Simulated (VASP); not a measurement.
Crystal: RuS.

```
Ru S
1.0
     0.00000    2.60052    2.60052
     2.60052    0.00000    2.60052
     2.60052    2.60052    0.00000
Ru S
1 1
Cartesian
  0.0000 0.0000 0.0000
  1.3003 1.3003 1.3003
```

Program: VASP 6.6.1. Alike in all runs: task single point; no spin polarisation; cell as given; k mesh 10 × 10 × 10; cutoff (eV) 520; smearing gaussian 0.05 eV.

Question: Order these runs on this cell by their pressure, lowest first.
A. level PBE; potentials or basis VASP PAW PBE potentials, release 64 (Ru_pv, S)
B. level LDA; potentials or basis VASP PAW LDA potentials, release 64 (Ru_pv, S)
C. level PBEsol; potentials or basis VASP PAW PBE potentials, release 64 (Ru_pv, S)
D. level r2SCAN; potentials or basis VASP PAW PBE potentials, release 64 (Ru_pv, S)

Answer: B (-8.5 GPa), C (-5.6 GPa), D (-2.7 GPa), A (-0.2 GPa).

Caveats: the PAW data sets were made with another functional, which shifts forces and pressure a little (some runs).
